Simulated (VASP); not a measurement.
**H: single point with PBEsol**

Crystal: H.

```
CELL_PARAMETERS angstrom
6.04589 0.00000 0.00000
0.00000 11.59475 0.00000
0.00000 0.00000 4.51339
ATOMIC_POSITIONS crystal
H 0.56589 0.75000 0.43115
H 0.06589 0.75000 0.06885
H 0.43411 0.25000 0.56885
H 0.93411 0.25000 0.93115
H 0.62755 0.75000 0.57773
H 0.12755 0.75000 0.92227
H 0.37245 0.25000 0.42227
H 0.87245 0.25000 0.07773
H 0.44967 0.99543 0.04898
H 0.94967 0.50457 0.45102
H 0.55033 0.49543 0.95102
H 0.05033 0.00457 0.54898
H 0.55033 0.00457 0.95102
H 0.05033 0.49543 0.54898
H 0.44967 0.50457 0.04898
H 0.94967 0.99543 0.45102
```

```json
{
 "Program": "VASP 6.6.1",
 "Task": "single point",
 "Functional": "PBEsol",
 "Potentials or basis": "VASP PAW PBE potentials, release 64 (H)",
 "Cutoff": "520 eV",
 "k mesh": "4 × 2 × 4",
 "Occupations": "gaussian, width 0.1 eV",
 "Spin": "no spin polarisation",
 "Dipole correction": "no",
 "Further INCAR settings": "LREAL = Auto; ALGO = Normal; EDIFF = 1e-06; NBANDS = 22"
}
```

```yaml
Pressure: -0.2 GPa
Largest_force: 0.019 eV/Å
Band_gap_on_the_k_mesh: 9.31 eV (least direct gap 9.51 eV)
```

Forces on the atoms (eV/Å):
```
H    0.004  0.000  0.009
H    0.004  0.000 -0.009
H   -0.004  0.000 -0.009
H   -0.004  0.000  0.009
H   -0.004  0.000 -0.011
H   -0.004  0.000  0.011
H    0.004  0.000  0.011
H    0.004  0.000 -0.011
H    0.016  0.002 -0.010
H    0.016 -0.002  0.010
H   -0.016  0.002  0.010
H   -0.016 -0.002 -0.010
H   -0.016 -0.002  0.010
H   -0.016  0.002 -0.010
H    0.016 -0.002 -0.010
H    0.016  0.002  0.010
```

Levels at points of the mesh, in eV from the valence-band top:
```
           k point  band 4  band 5  band 6  band 7  band 8  band 9  band 10  band 11  band 12  band 13
(0.00, 0.00, 0.00)   -0.22   -0.21   -0.11   -0.10    0.00    9.54    10.12    10.48    10.75    10.78
(0.50, 0.00, 0.00)   -0.35   -0.35   -0.35   -0.09   -0.09   10.20    10.20    10.30    10.30    10.58
(0.00, 0.50, 0.00)   -0.33   -0.18   -0.18   -0.03   -0.03    9.74     9.74    10.56    10.56    11.12
(0.50, 0.50, 0.00)   -0.52   -0.17   -0.17   -0.17   -0.17   10.24    10.24    10.24    10.24    10.92
(0.00, 0.00, 0.50)   -0.29   -0.28   -0.28   -0.16   -0.16    9.83     9.83    10.03    10.03    10.22
(0.50, 0.00, 0.50)   -0.28   -0.28   -0.28   -0.20   -0.20    9.31     9.31     9.58     9.58     9.80
(0.00, 0.50, 0.50)   -0.37   -0.20   -0.20   -0.19   -0.19    9.87     9.87     9.98     9.98    10.37
(0.50, 0.50, 0.50)   -0.34   -0.22   -0.22   -0.22   -0.22    9.46     9.46     9.46     9.46     9.91
```

Run time: 120 s on 1 thread of AMD EPYC 9R14 (Zen 4), with other jobs on the host, peak memory 0.37 GiB.

Caveat: this functional lacks dispersion, which holds the molecules together, so the pressure and a relaxed volume are unreliable; the PAW data sets were made with another functional, which shifts forces and pressure a little. A k mesh can miss the band edges.
